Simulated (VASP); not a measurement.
# CuI (P-3m1) in VASP: a series of runs

Aim: see how the results for CuI move with the level of theory and the settings. Levels: PBE, r2SCAN. Tasks: single point.

All numbers are computed with VASP 6.6.1; they aren't measurements. Logs are shortened: lines on timing, memory, paths and dates and some standing lists are left out, and cuts for length are marked.

### 1 The cell of the first run

The structure is trigonal, space group P-3m1 (No. 164). Conventional cell: a = 4.095 Å, b = 4.095 Å, c = 7.210 Å, α = 90.00°, β = 90.00°, γ = 120.00°. Cu (site symmetry 3m) has 4 I at 2.57 to 2.67 Å and 3 Cu at 2.72 Å within 3.4 Å. Within 3.4 Å of I (site symmetry 3m) lie 4 Cu at 2.57 to 2.67 Å.

### 2 Single point, PBE

The input, INCAR:

```
PREC = Accurate
ENCUT = 520
EDIFF = 1E-6
ISMEAR = 0
SIGMA = 0.01
LREAL = F
LASPH = T
NELM = 60
ALGO = Normal
ISIF = 2
LWAVE = F
LCHARG = F
GGA = PE
NBANDS = 26
```

The input, KPOINTS:

```
regular mesh
0
Gamma
  12 12 4
```

The input, POSCAR:

```
CuI
1.0
    4.0947523411      0.0000000000      0.0000000000
   -2.0473761706      3.5461595496      0.0000000000
    0.0000000000      0.0000000000      7.2100234404
Cu I
2 2
Direct
    0.6666666667      0.3333333333      0.5926419590
    0.3333333333      0.6666666667      0.4073580410
    0.3333333333      0.6666666667      0.7644976531
    0.6666666667      0.3333333333      0.2355023469
```

Potentials or basis: VASP PAW PBE potentials, release 64 (Cu, I).

Started as:

```bash
cat potpaw_PBE.64/Cu/POTCAR potpaw_PBE.64/I/POTCAR > POTCAR
mpirun -np 1 vasp_std > vasp.out
```

OUTCAR:

```text
PREC = Accurate
   ENCUT = 520
   EDIFF = 1E-6
   ISMEAR = 0
   LREAL = F
   LASPH = T
   NELM = 60
   ISIF = 2
   GGA = PE

 ion  position               nearest neighbor table
   1  0.667  0.333  0.593-   4 2.57   3 2.67   3 2.67   3 2.67   2 2.72   2 2.72   2 2.72
   2  0.333  0.667  0.407-   3 2.57   4 2.67   4 2.67   4 2.67   1 2.72   1 2.72   1 2.72
   3  0.333  0.667  0.764-   2 2.57   1 2.67   1 2.67   1 2.67
   4  0.667  0.333  0.236-   1 2.57   2 2.67   2 2.67   2 2.67

  LATTYP: Found a hexagonal cell.
 ALAT       =     4.0947523411
 C/A-ratio  =     1.7607959749

  Lattice vectors:

 A1 = (   4.0947523411,   0.0000000000,   0.0000000000)
 A2 = (  -2.0473761706,   3.5461595496,   0.0000000000)
 A3 = (   0.0000000000,   0.0000000000,   7.2100234404)

Analysis of symmetry for initial positions (statically):
=====================================================================
 Subroutine PRICEL returns:
 Original cell was already a primitive cell.

 Routine SETGRP: Setting up the symmetry group for a
 hexagonal supercell.

 Subroutine GETGRP returns: Found 12 space group operations
 (whereof 12 operations were pure point group operations)
 out of a pool of 24 trial point group operations.

The static configuration has the point symmetry D_3d.

Analysis of symmetry for dynamics (positions and initial velocities):
=====================================================================
 Subroutine PRICEL returns:
 Original cell was already a primitive cell.

 Routine SETGRP: Setting up the symmetry group for a
 hexagonal supercell.

 Subroutine GETGRP returns: Found 12 space group operations
 (whereof 12 operations were pure point group operations)
 out of a pool of 24 trial point group operations.

The dynamic configuration has the point symmetry D_3d.

 Subroutine INISYM returns: Found 12 space group operations
 (whereof 12 operations are pure point group operations),
 and found     1 'primitive' translations

----------------------------------------------------------------------------------------

                                     Primitive cell

  volume of cell :     104.6942

  direct lattice vectors                    reciprocal lattice vectors
     4.094752341  0.000000000  0.000000000     0.244215014  0.140997604  0.000000000
    -2.047376171  3.546159550  0.000000000     0.000000000  0.281995208  0.000000000
     0.000000000  0.000000000  7.210023440     0.000000000  0.000000000  0.138695804

  length of vectors
     4.094752341  4.094752341  7.210023440     0.281995208  0.281995208  0.138695804

  position of ions in fractional coordinates (direct lattice)
     0.666666667  0.333333333  0.592641959
     0.333333333  0.666666667  0.407358041
     0.333333333  0.666666667  0.764497653
     0.666666667  0.333333333  0.235502347

  ion indices of the primitive-cell ions
   primitive index   ion index
                 1           1
                 2           2
                 3           3
                 4           4

----------------------------------------------------------------------------------------

 KPOINTS: regular mesh

Automatic generation of k-mesh.
 Grid dimensions read from file:
 generate k-points for:   12   12    4

 Generating k-lattice:

  Cartesian coordinates                     Fractional coordinates (reciprocal lattice)
     0.020351251  0.011749800  0.000000000     0.083333333  0.000000000  0.000000000
     0.000000000  0.023499601  0.000000000     0.000000000  0.083333333  0.000000000
     0.000000000  0.000000000  0.034673951     0.000000000  0.000000000  0.250000000

  Length of vectors
     0.023499601  0.023499601  0.034673951

  Shift w.r.t. Gamma in fractional coordinates (k-lattice)
     0.000000000  0.000000000  0.000000000

 Subroutine IBZKPT returns following result:
 ===========================================

 Found     69 irreducible k-points:

 Following reciprocal coordinates:
            Coordinates               Weight
  0.000000  0.000000  0.000000      1.000000
  0.083333  0.000000  0.000000      6.000000
  0.166667  0.000000  0.000000      6.000000
  0.250000  0.000000  0.000000      6.000000
  0.333333 -0.000000  0.000000      6.000000
  0.416667 -0.000000  0.000000      6.000000
[... 16 lines left out ...]
  0.166667  0.000000  0.250000      6.000000
  0.000000  0.166667  0.250000      6.000000
 [... further k-points ...]
   k-points           NKPTS =     69   k-points in BZ     NKDIM =     69   number of bands    NBANDS=     26
   number of dos      NEDOS =    301   number of ions     NIONS =      4
   total plane-waves  NPLWV =  48600
   dimension x,y,z NGX =    30 NGY =   30 NGZ =   54
   dimension x,y,z NGXF=    60 NGYF=   60 NGZF=  108
   ions per type =               2   2
   NGX,Y,Z   is equivalent  to a cutoff of  12.18, 12.18, 12.45 a.u.
   NGXF,Y,Z  is equivalent  to a cutoff of  24.36, 24.36, 24.90 a.u.
 SYSTEM =  unknown system
   PREC   = accura    normal or accurate (medium, high low for compatibility)
   ISTART =      0    job   : 0-new  1-cont  2-samecut
   ICHARG =      2    charge: 1-file 2-atom 10-const
   ISPIN  =      1    spin polarized calculation?
   LNONCOLLINEAR =      F non collinear calculations
   LSORBIT =      F    spin-orbit coupling
   LASPH  =      T    aspherical Exc in radial PAW
   ENCUT  =  520.0 eV  38.22 Ry    6.18 a.u.   7.61  7.61 13.41*2*pi/ulx,y,z
   NELM   =     60;   NELMIN=  2; NELMDL= -5     # of ELM steps
   EDIFF  = 0.1E-05   stopping-criterion for ELM
   LREAL  =      F    real-space projection
[... 7 lines left out ...]
   TEBEG  =    0.0;   TEEND  =   0.0 temperature during run
   PSTRESS=    0.0 pullay stress
   NELECT =      36.0000    total number of electrons
   NUPDOWN=      -1.0000    fix difference up-down
   EMIN   =  10.00;   EMAX   =-10.00  energy-range for DOS
   EFERMI =   0.00;   METHOD = LEGACY
   ISMEAR =     0;   SIGMA  =   0.01  broadening in eV -4-tet -1-fermi 0-gaus
   EFERMI_NEDOS =   21; number of points for ismear=-14 and -15
   IALGO  =     38    algorithm
   IMIX   =      4    mixing-type and parameters
     AMIX     =   0.40;   BMIX     =  1.00
     AMIX_MAG =   1.60;   BMIX_MAG =  1.00
  volume/ion in A,a.u.               =      26.17       176.63
  Fermi-wavevector in a.u.,A,eV,Ry     =   1.146924  2.167373 17.897588  1.315436
  Thomas-Fermi vector in A             =   2.283607
   LORBIT       =      0    0 simple, 1 ext, 2 COOP (PROOUT), +10 PAW based schemes
   GGA     = PE    functional components
   LHFCALC =     F    Hartree Fock is set to
   AEXX    =    0.0000 exact exchange contribution
   IVDW    =     0    specifies the selected vdW correction
   LEPSILON=     F    determine dielectric tensor
   LRPA    =     F    only Hartree local field effects (RPA)
 non-spin polarized calculation
 Gauss-broadening in eV      SIGMA  =   0.01
  energy-cutoff  :      520.00
  volume of cell :      104.69
 maximum number of plane-waves:      2853
   NGX = 15   NGY = 15   NGZ = 27

 number of electron      36.0000015 magnetization

 Free energy of the ion-electron system (eV)
  ---------------------------------------------------
  ext. energy  EPLUGINS =         0.00000000
  ---------------------------------------------------
  free energy    TOTEN  =       -11.08900475 eV

  energy without entropy =      -11.08900475  energy(sigma->0) =      -11.08900475

 E-fermi :   4.7726     XC(G=0):  -9.2361

 val. band max:        4.7230357193   @ k =   0.0000   0.0000   0.0000
 cond. band min:       6.3932162226   @ k =   0.0000   0.0000   0.0000
 fundamental gap:      1.6701805033
 Fermi energy:         4.7726351483

 k-point     1 :       0.0000    0.0000    0.0000
  band No.  band energies     occupation
      1      -9.1396      2.00000
      2      -8.5545      2.00000
      3      -1.1311      2.00000
      4       0.9704      2.00000
      5       1.3219      2.00000
      6       1.3219      2.00000
[... 18 lines left out ...]
     25      11.0087      0.00000
     26      13.3644      0.00000

 k-point     2 :       0.0833    0.0000    0.0000
  band No.  band energies     occupation
      1      -9.1025      2.00000
      2      -8.5306      2.00000
      3      -1.0770      2.00000
      4       0.9642      2.00000
      5       1.2210      2.00000
      6       1.3221      2.00000
[... 18 lines left out ...]
     25      11.2506      0.00000
     26      12.7801      0.00000

 k-point     3 :       0.1667    0.0000    0.0000
  band No.  band energies     occupation
      1      -8.9966      2.00000
      2      -8.4652      2.00000
      3      -0.9226      2.00000
      4       0.8802      2.00000
      5       0.9433      2.00000
      6       1.2583      2.00000
[... 18 lines left out ...]
     25      11.8874      0.00000
     26      12.1123      0.00000

 k-point     4 :       0.2500    0.0000    0.0000
  band No.  band energies     occupation
      1      -8.8393      2.00000
      2      -8.3769      2.00000
      3      -0.6995      2.00000
      4       0.4831      2.00000
      5       0.5903      2.00000
      6       1.1338      2.00000
[... 18 lines left out ...]
     25      12.2593      0.00000
     26      12.5369      0.00000
[... 496 lines left out ...]
      1      -9.0343      2.00000
      2      -8.6177      2.00000
      3      -0.8094      2.00000
      4       0.6463      2.00000
      5       1.2258      2.00000
      6       1.3001      2.00000
[... 18 lines left out ...]
     25      11.2952      0.00000
     26      12.4960      0.00000

 k-point    23 :       0.1667    0.0000    0.2500
  band No.  band energies     occupation
      1      -8.9324      2.00000
      2      -8.5453      2.00000
      3      -0.7030      2.00000
      4       0.5621      2.00000
      5       1.0363      2.00000
      6       1.2806      2.00000
[... 18 lines left out ...]
     25      12.0490      0.00000
     26      12.4551      0.00000

 k-point    24 :       0.0000    0.1667    0.2500
  band No.  band energies     occupation
      1      -8.9323      2.00000
      2      -8.5454      2.00000
      3      -0.6991      2.00000
      4       0.5299      2.00000
      5       1.0400      2.00000
      6       1.2940      2.00000
[... 18 lines left out ...]
     25      11.9405      0.00000
     26      12.0130      0.00000

 [... further k-points ...]

------------------------ aborting loop because EDIFF is reached ----------------------------------------

  FORCE on cell =-STRESS in cart. coord.  units (eV):
  Direction    XX          YY          ZZ          XY          YZ          ZX
  --------------------------------------------------------------------------------------
  -------------------------------------------------------------------------------------
  Total        1.4268546      1.4268546      1.6470278     -0.0000000      0.0000000      0.0000000
  in kB       21.8357296     21.8357296     25.2051295     -0.0000000      0.0000000      0.0000000
  external PRESSURE =      22.9588629 kB  Pullay stress =       0.0000000 kB

 VOLUME and BASIS-vectors are now :
 -----------------------------------------------------------------------------
  energy-cutoff  :      520.00
  volume of cell :      104.69
      direct lattice vectors                 reciprocal lattice vectors
     4.094752341  0.000000000  0.000000000     0.244215014  0.140997604  0.000000000
    -2.047376171  3.546159550  0.000000000     0.000000000  0.281995208  0.000000000
     0.000000000  0.000000000  7.210023440     0.000000000  0.000000000  0.138695804

 POSITION                                       TOTAL-FORCE (eV/Angst)
 -----------------------------------------------------------------------------------
      2.04738      1.18205      4.27296        -0.000000      0.000000      0.069657
     -0.00000      2.36411      2.93706        -0.000000     -0.000000     -0.069657
     -0.00000      2.36411      5.51205         0.000000      0.000000      0.152677
      2.04738      1.18205      1.69798         0.000000      0.000000     -0.152677
 -----------------------------------------------------------------------------------
    total drift:                               -0.000000      0.000000      0.000000

  FREE ENERGIE OF THE ION-ELECTRON SYSTEM (eV)
  ---------------------------------------------------
  free  energy   TOTEN  =       -11.0890047527 eV

  energy  without entropy=      -11.0890047527  energy(sigma->0) =      -11.08900475
```

Run time: 4 min. Hardware: 1 thread of Intel Xeon 8259CL, shared host; peak memory 0.32 GiB.

What came out:

- Free energy: -11.0890 eV
- Pressure: 2.3 GPa
- Largest force: 0.153 eV/Å
- Band gap on the k mesh: 1.67 eV

Forces in eV/Å, atoms in the order of the input:
```
Cu   0.000  0.000  0.070
Cu   0.000  0.000 -0.070
I    0.000  0.000  0.153
I    0.000  0.000 -0.153
```

Levels at points of the mesh, in eV from the valence-band top:
| k point | band 15 | band 16 | band 17 | band 18 | band 19 | band 20 | band 21 | band 22 |
| --- | --- | --- | --- | --- | --- | --- | --- | --- |
| (0.00, 0.00, 0.00) | -0.40 | -0.38 | 0.00 | 0.00 | 1.67 | 3.06 | 4.82 | 5.75 |
| (0.50, 0.00, 0.00) | -1.33 | -1.32 | -1.27 | -0.17 | 3.09 | 3.13 | 3.88 | 5.21 |
| (0.00, 0.00, 0.50) | -0.31 | -0.31 | -0.13 | -0.13 | 3.06 | 3.11 | 4.58 | 5.50 |
| (0.50, 0.00, 0.50) | -1.40 | -1.24 | -1.09 | -0.38 | 2.53 | 2.84 | 3.68 | 4.81 |

Caveat: spin-orbit coupling is left out, which moves the levels of the heavy elements; this functional lacks dispersion, which binds the layers, so the pressure and a relaxed spacing across them are unreliable.

### 3 Single point, r2SCAN

POSCAR is that of step 2.

The input, INCAR.step1:

```
PREC = Accurate ; ENCUT = 520
ISMEAR = 0 ; SIGMA = 0.01
LREAL = F ; LASPH = T
NELM = 80 ; NBANDS = 26
GGA = PE ; ALGO = Normal
EDIFF = 1E-4 ; LWAVE = T
LCHARG = F
```

The input, INCAR.step2:

```
PREC = Accurate ; ENCUT = 520
EDIFF = 1E-7 ; ISMEAR = 0
SIGMA = 0.01 ; LREAL = F
LASPH = T ; NELM = 80
ALGO = Normal ; ISIF = 2
LWAVE = F ; LCHARG = F
METAGGA = R2SCAN ; LMIXTAU = T
NBANDS = 26 ; ISTART = 1
```

The input, KPOINTS:

```
Automatic mesh
0
Gamma
  12 12 4
```

Potentials or basis: VASP PAW PBE potentials, release 64 (Cu, I).

Started as:

```bash
cat potpaw_PBE.64/Cu/POTCAR potpaw_PBE.64/I/POTCAR > POTCAR
cp INCAR.step1 INCAR
mpirun -np 1 vasp_std > vasp.out
cp INCAR.step2 INCAR
mpirun -np 1 vasp_std > vasp.out
```

OUTCAR:

```text
PREC = Accurate
   ENCUT = 520
   EDIFF = 1E-7
   ISMEAR = 0
   LREAL = F
   LASPH = T
   NELM = 80
   ISIF = 2
   METAGGA = R2SCAN
   ISTART = 1

 ion  position               nearest neighbor table
   1  0.667  0.333  0.593-   4 2.57   3 2.67   3 2.67   3 2.67   2 2.72   2 2.72   2 2.72
   2  0.333  0.667  0.407-   3 2.57   4 2.67   4 2.67   4 2.67   1 2.72   1 2.72   1 2.72
   3  0.333  0.667  0.764-   2 2.57   1 2.67   1 2.67   1 2.67
   4  0.667  0.333  0.236-   1 2.57   2 2.67   2 2.67   2 2.67

  LATTYP: Found a hexagonal cell.
[... 895 lines left out ...]
  Direction    XX          YY          ZZ          XY          YZ          ZX
  --------------------------------------------------------------------------------------
  -------------------------------------------------------------------------------------
  Total        0.6839138      0.6839138      0.6718585     -0.0000000      0.0000000      0.0000000
  in kB       10.4662074     10.4662074     10.2817204     -0.0000000      0.0000000      0.0000000
  external PRESSURE =      10.4047117 kB  Pullay stress =       0.0000000 kB

 VOLUME and BASIS-vectors are now :
 -----------------------------------------------------------------------------
  energy-cutoff  :      520.00
  volume of cell :      104.69
      direct lattice vectors                 reciprocal lattice vectors
     4.094752341  0.000000000  0.000000000     0.244215014  0.140997604  0.000000000
    -2.047376171  3.546159550  0.000000000     0.000000000  0.281995208  0.000000000
     0.000000000  0.000000000  7.210023440     0.000000000  0.000000000  0.138695804

 POSITION                                       TOTAL-FORCE (eV/Angst)
 -----------------------------------------------------------------------------------
      2.04738      1.18205      4.27296        -0.000000      0.000000      0.001725
     -0.00000      2.36411      2.93706         0.000000     -0.000000     -0.001725
     -0.00000      2.36411      5.51205         0.000000      0.000000     -0.002293
      2.04738      1.18205      1.69798        -0.000000     -0.000000      0.002293
 -----------------------------------------------------------------------------------
    total drift:                               -0.000000      0.000000      0.000000

  FREE ENERGIE OF THE ION-ELECTRON SYSTEM (eV)
  ---------------------------------------------------
  free  energy   TOTEN  =       -71.5976427823 eV

  energy  without entropy=      -71.5976427823  energy(sigma->0) =      -71.59764278
```

Wall time 18 min (1 thread of Intel Xeon 8259CL, shared host); peak memory 0.34 GiB.

Results:

```
Free energy            : -71.5976 eV
Pressure               : 1.0 GPa
Band gap on the k mesh : 2.14 eV
```

Forces on the atoms (eV/Å):
```
Cu   0.000  0.000  0.002
Cu   0.000  0.000 -0.002
I    0.000  0.000 -0.002
I    0.000  0.000  0.002
```

Caveat: the PAW data sets were made with another functional, which shifts forces and pressure a little; spin-orbit coupling is left out, which moves the levels of the heavy elements. A k mesh can miss the band edges.
